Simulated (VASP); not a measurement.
Runs of VASP 6.6.1 on AgB2. The structure is that of space group Fm-3m (No. 225), or close to it. The cells are those of the table. 

| task | cell | gap on the mesh (eV) | pressure (GPa) |
| --- | --- | --- | --- |
| single point | a = 3.526 Å, angles 60.0°, 3 atoms | none | 14.7 |
| single point | a = 3.611 Å, angles 60.0°, 3 atoms | none | -0.3 |
| relaxation of cell and atoms | relaxed to 30 GPa from a = 3.635 Å, angles 60.0°, 3 atoms | none | 30.0 |
| relaxation of cell and atoms | relaxed to 15 GPa from a = 3.635 Å, angles 60.0°, 3 atoms | none | 15.0 |
| single point | a = 3.462 Å, angles 60.0°, 3 atoms | none | (a) |

Alike in all rows: level PBEsol; potentials or basis VASP PAW PBE potentials, release 64 (Ag, B); no spin polarisation; k mesh 7 × 7 × 7; cutoff (eV) 500; smearing fermi-dirac 0.05 eV.

Q: Estimate the missing entries.

A: (a) 29.6.

Caveats: the PAW data sets were made with another functional, which shifts forces and pressure a little; the cell stands under pressure (at least some runs); the cell is relaxed towards a set pressure, so the run minimises the enthalpy, not the energy (at least some runs).

A k mesh can miss the band edges, and the runs leave out spin-orbit coupling on Ag.

A gap of «none» marks levels without a gap at the run's occupations.
